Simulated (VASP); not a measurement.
Input of a VASP 6.6.1 run:

File INCAR:

```
SYSTEM = Si
  PREC = Accurate
  ENCUT = 500
  EDIFF = 1E-6
  ISMEAR = 0
  SIGMA = 0.02
  LREAL = .FALSE.
  LASPH = .TRUE.
  NELM = 120
  ALGO = Normal
  ISIF = 2
  LWAVE = .FALSE.
  LCHARG = .TRUE.
  GGA = PE
  LELF = .TRUE.
  LVHAR = .TRUE.
  NBANDS = 11
  GGA_COMPAT = .FALSE.
```

The input KPOINTS:

```
regular mesh
0
G
  10 10 10
  0 0 0
```

The input POSCAR:

```
Si
1.0
    0.0000000000      2.7349186307      2.7349186307
    2.7349186307      0.0000000000      2.7349186307
    2.7349186307      2.7349186307      0.0000000000
Si
2
Direct
    0.0000000000      0.0000000000      0.0000000000
    0.2500000000      0.2500000000      0.2500000000
```

Potentials or basis: VASP PAW PBE potentials, release 64 (Si).

Run with:

```sh
$ cat potpaw_PBE.64/Si/POTCAR > POTCAR
$ mpirun -np 1 vasp_std > vasp.out
```

Task: Predict the band gap on the k mesh.

Result: 0.62 eV (least direct gap 2.56 eV).

Task: Predict the pressure.

Result: -0.1 GPa.

A k mesh can miss the band edges. Expect the measured gap to be larger: semilocal functionals such as PBE lack the derivative discontinuity.
